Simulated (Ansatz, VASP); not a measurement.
## Be in VASP and in Ansatz

File POSCAR:

```
Be
1.0
    2.2640527271      0.0000000000      0.0000000000
   -1.1320263635      1.9607271771      0.0000000000
    0.0000000000      0.0000000000      3.5632097946
Be
2
Direct
    0.3333333333      0.6666666667      0.2500000000
    0.6666666667      0.3333333333      0.7500000000
```

Contents of INCAR.step1:

```
  PREC = Accurate
  ENCUT = 520
  ISMEAR = 0
  SIGMA = 0.1
  LREAL = False
  LASPH = True
  NELM = 60
  NBANDS = 9
  GGA = PE
  ALGO = Normal
  EDIFF = 1E-4
  LWAVE = True
  LCHARG = False
```

File INCAR.step2:

```
  PREC = Accurate
  ENCUT = 520
  EDIFF = 1E-7
  ISMEAR = 0
  SIGMA = 0.1
  LREAL = False
  LASPH = True
  NELM = 60
  ALGO = Normal
  ISIF = 2
  LWAVE = False
  LCHARG = False
  METAGGA = R2SCAN
  LMIXTAU = True
  NBANDS = 9
  ISTART = 1
```

The input KPOINTS:

```
regular mesh
0
Gamma
  24 24 12
```

Input for Ansatz:

```yaml
crystal:
  lattice:
    - [2.2640527271, 0.0, 0.0]
    - [-1.1320263635, 1.9607271771, 0.0]
    - [0.0, 0.0, 3.5632097946]
  atoms:
    - { symbol: Be, position: [0.3333333333, 0.6666666667, 0.25] }
    - { symbol: Be, position: [0.6666666667, 0.3333333333, 0.75] }
basis:
  ecutwfc: 500
kpoints:
  mp_grid: { grid: [24, 24, 12] }
  band_path:
    path:
      - [[0.0, 0.0, 0.0], [0.5, 0.0, 0.0], [0.33333333, 0.33333333, 0.0], [0.0, 0.0, 0.0], [0.0, 0.0, 0.5], [0.5, 0.0, 0.5], [0.33333333, 0.33333333, 0.5], [0.0, 0.0, 0.5]]
      - [[0.5, 0.0, 0.5], [0.5, 0.0, 0.0]]
      - [[0.33333333, 0.33333333, 0.5], [0.33333333, 0.33333333, 0.0]]
    npoints: 14
hamiltonian:
  xc: r2scan
scf:
  occupations: { method: gaussian, width: 0.1 }
  n_extra_bands: 6
output:
  forces: true
  stress: true
  eigenvalues: true
  populations: true
  dos: { projected: true, de: 0.02, nscf_kmesh: { grid: [36, 36, 18] } }
  bader: true
  write_density: true
  write_potential: true
  elf: true
  volumetric_format: npy
```

Alike in both runs: task single point; functional r2SCAN; k mesh 24 × 24 × 12; occupations gaussian, width 0.1 eV; no spin polarisation.

```csv
,VASP,Ansatz
version,VASP 6.6.1,Ansatz 0.2.0
potentials or method,"VASP PAW PBE potentials, release 64 (Be), cutoff 520 eV","scalar-relativistic, plane waves, PAW"
valence electrons in the cell,4,4
```

Ansatz gave:

* gap on the k mesh at the Fermi level (eV): none
* pressure (GPa): 0.0
* traceless stress, the component that is largest in VASP (GPa): 0.00

Q: Which values does VASP return?

A: gap on the k mesh at the Fermi level (eV): none; pressure (GPa): 0.2; traceless stress, the component that is largest in VASP (GPa): 0.06.

VASP's potentials were made for PBE, not for r2SCAN. A gap of «none» marks a metal or a gap that the smearing closes.
